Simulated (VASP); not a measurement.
A run of VASP 6.6.1 is set up as follows.

File INCAR:

```
ALGO = Normal
EDIFF = 1E-7
ENCUT = 520
GGA = CA
ISIF = 2
ISMEAR = -1
ISPIN = 2
LASPH = True
LCHARG = False
LMAXMIX = 6
LORBIT = 11
LREAL = False
LWAVE = False
MAGMOM = 7.214 7.214
NBANDS = 29
NELM = 150
PREC = Accurate
SIGMA = 0.05
```

Contents of KPOINTS:

```
k-points
0
Gamma
  5 5 3
```

Contents of POSCAR:

```
Gd
1.0
    3.4841536640      0.0000000000      0.0000000000
   -1.7420768320      3.0173655837      0.0000000000
    0.0000000000      0.0000000000      5.5867162136
Gd
2
Direct
    0.3333333333      0.6666666667      0.2500000000
    0.6666666667      0.3333333333      0.7500000000
```

Potentials or basis: VASP PAW PBE potentials, release 64 (Gd).

Launch:

```console
$ cat potpaw_PBE.64/Gd/POTCAR > POTCAR
$ mpirun -np 1 vasp_std > vasp.out
```

Q: What does it give for the net moment?

A: 14.79 μB per cell.

Q: Estimate the pressure.

A: 0.1 GPa.

Q: Estimate the site moments.

A: Gd +6.92 μB.

Stress tensor (GPa, compression positive):
```
 0.40  0.00  0.00
 0.00  0.40  0.00
 0.00  0.00 -0.36
```

Caveat: the k points lie up to 0.42 Å⁻¹ apart; the PAW data sets were made with another functional, which shifts forces and pressure a little. The state reached can hang on the start; a lower one may exist.
